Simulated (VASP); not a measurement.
A run of VASP 6.6.1:

File INCAR:

```
PREC = Accurate
ENCUT = 520
EDIFF = 1E-6
ISMEAR = -1
SIGMA = 0.1
LREAL = False
LASPH = True
NELM = 60
ALGO = Normal
ISIF = 2
LWAVE = False
LCHARG = False
GGA = RE
NBANDS = 22
```

File KPOINTS:

```
regular mesh
0
Gamma
  8 8 11
```

Contents of POSCAR:

```
Hf
1.0
    5.1587186448      0.0000000000      0.0000000000
   -2.5793593224      4.4675813974      0.0000000000
    0.0000000000      0.0000000000      3.2007577487
Hf
3
Direct
    1.0000000000      1.0000000000      0.0000000000
    0.3333333333      0.6666666667      0.5000000000
    0.6666666667      0.3333333333      0.5000000000
```

Potentials or basis: VASP PAW PBE potentials, release 64 (Hf_pv).

Command:

```bash
$ cat potpaw_PBE.64/Hf_pv/POTCAR > POTCAR
$ mpirun -np 1 vasp_std > vasp.out
```

Hardware: 1 thread of AMD EPYC 7R13, with other jobs on the host.

Problem. How long does it take, and how much memory?

Solution. Run time: 2.8 min on 1 thread of AMD EPYC 7R13, on a shared host, peak memory 0.2 GiB. Counts: scf iterations 13, k points 60.
